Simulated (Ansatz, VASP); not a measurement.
Ru: VASP and Ansatz over several settings

```
Ru
1.0
     2.68764    0.00000    0.00000
    -1.34382    2.32756    0.00000
     0.00000    0.00000    4.25316
Ru
2
Cartesian
  1.3438 0.7759 3.1899
  0.0000 1.5517 1.0633
```

Single points on this cell with VASP 6.6.1 and Ansatz 0.2.0. Each row is one pair of runs. Alike in all rows: spin: off; k mesh: 11 × 11 × 6; smearing: fermi-dirac, width 0.05 eV.

| level | VASP's potentials, cutoff | Ansatz's potentials, cutoff | gap on the k mesh at the Fermi level (eV), VASP | gap on the k mesh at the Fermi level (eV), Ansatz | pressure (GPa), VASP | pressure (GPa), Ansatz |
| --- | --- | --- | --- | --- | --- | --- |
| BLYP+D4 | VASP PAW PBE potentials, release 64 (Ru_sv), 560 eV | Ansatz PAW, 420 eV | none | none | 14.4 | 14.0 |
| r2SCAN | VASP PAW PBE potentials, release 64 (Ru_sv), 620 eV | Ansatz PAW, 500 eV | none | none | 5.1 | 4.9 |
| r2SCAN+rVV10 | VASP PAW PBE potentials, release 64 (Ru_sv), 620 eV | Ansatz PAW, 500 eV | none | none | 2.8 | 2.3 |

Pressure (GPa): the two programs differ by at most 0.51.

A gap of «none» marks a metal or a gap that the smearing closes.
